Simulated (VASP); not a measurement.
Here is a VASP 6.6.1 calculation.

Contents of INCAR:

```
ALGO     = Normal         # electronic algorithm
EDIFF    = 1E-6           # SCF threshold, eV
ENCUT    = 520            # plane-wave cutoff, eV
ISIF     = 2              # what is computed and relaxed
ISMEAR   = -1             # smearing method
LASPH    = T              # aspherical terms in the spheres
LCHARG   = F              # write CHGCAR
LDAU     = T              # DFT+U
LDAUJ    = 0 0          
LDAUL    = 2 -1           # shell
LDAUPRINT= 1            
LDAUTYPE = 2            
LDAUU    = 6 0            # U, eV
LMAXMIX  = 4              # l up to which the mixer works
LREAL    = F              # projectors in reciprocal space
LWAVE    = F              # write WAVECAR
NBANDS   = 24             # bands
NELM     = 150            # most SCF steps
PREC     = Accurate       # precision mode
SIGMA    = 0.05           # smearing width, eV
```

File KPOINTS:

```
k-points
0
Gamma
  11 11 11
```

POSCAR

```
TaAs
1.0
   -1.7218133622      1.7218133622      5.8679415361
    1.7218133622     -1.7218133622      5.8679415361
    1.7218133622      1.7218133622     -5.8679415361
Ta As
2 2
Direct
    0.4999673000      0.4999673000      0.0000000000
    0.2499673000      0.7499673000      0.5000000000
    0.0826321200      0.0826321200      0.0000000000
    0.8326321200      0.3326321200      0.5000000000
```

Potentials or basis: VASP PAW LDA potentials, release 64 (Ta_pv, As).

The run is started by

```console
$ cat potpaw_LDA.64/Ta_pv/POTCAR potpaw_LDA.64/As/POTCAR > POTCAR
$ mpirun -np 1 vasp_std > vasp.out
```

(1) Predict the pressure.

(2) What does it give for the band gap on the k mesh?

(3) Predict the largest force.

Answers

(1) 3.1 GPa.

(2) zero (bands 16 and 17 overlap by 0.02 eV).

(3) 0.022 eV/Å.

Caveat: the cell stands under pressure; spin-orbit coupling is left out, which moves the levels of the heavy elements; U without spin polarisation on a metal has little footing; the U is typed as a test and isn't derived for this compound.
